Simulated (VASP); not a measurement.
A run of VASP 6.6.1 is set up as follows.

Contents of INCAR:

```
PREC = Accurate ; ENCUT = 520
EDIFF = 1E-6 ; ISMEAR = -1
SIGMA = 0.05 ; LREAL = F
LASPH = T ; NELM = 100
ALGO = Normal ; ISIF = 2
LWAVE = F ; LCHARG = F
GGA = PS ; NBANDS = 9
```

The input KPOINTS:

```
Automatic mesh
0
Gamma
  10 10 10
```

Contents of POSCAR:

```
S
1.0
    0.0000000000      1.9673960202      1.9673960202
    1.9673960202      0.0000000000      1.9673960202
    1.9673960202      1.9673960202      0.0000000000
S
1
Direct
    0.0000000000      0.0000000000      0.0000000000
```

Potentials or basis: VASP PAW PBE potentials, release 64 (S).

The run is started by

```sh
$ cat potpaw_PBE.64/S/POTCAR > POTCAR
$ mpirun -np 1 vasp_std > vasp.out
```

(1) Predict the band gap on the k mesh.

(2) Predict the pressure.

Answers

(1) zero (band 3 reaches 11.41 eV, above the bottom of band 4 at 5.37 eV).

(2) -2.5 GPa.

Caveat: the PAW data sets were made with another functional, which shifts forces and pressure a little.
